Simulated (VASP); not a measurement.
A run of VASP 6.6.1 is set up as follows.

Contents of INCAR:

```
SYSTEM = Ta
ALGO = Normal
EDIFF = 1E-6
ENCUT = 500
GGA = PS
GGA_COMPAT = .False.
ISIF = 2
ISMEAR = -1
LASPH = .True.
LCHARG = .False.
LREAL = .False.
LWAVE = .False.
NBANDS = 12
NELM = 120
PREC = Accurate
SIGMA = 0.05
```

The input KPOINTS:

```
k-points
0
Gamma
  17 17 17
  0 0 0
```

Contents of POSCAR:

```
Ta
1.0
    0.0000000000      2.0301967326      2.0301967326
    2.0301967326      0.0000000000      2.0301967326
    2.0301967326      2.0301967326      0.0000000000
Ta
1
Direct
    0.0000000000      0.0000000000      0.0000000000
```

Potentials or basis: VASP PAW PBE potentials, release 64 (Ta_pv).

Command:

```sh
$ cat potpaw_PBE.64/Ta_pv/POTCAR > POTCAR
$ mpirun -np 1 vasp_std > vasp.out
```

Q: Predict the pressure.

A: 20.3 GPa.

Q: What does it give for the band gap on the k mesh?

A: Zero (an odd number of electrons rules out a gap without spin polarisation).

Caveat: the cell stands under pressure; the PAW data sets were made with another functional, which shifts forces and pressure a little; spin-orbit coupling is left out, which moves the levels of the heavy elements.
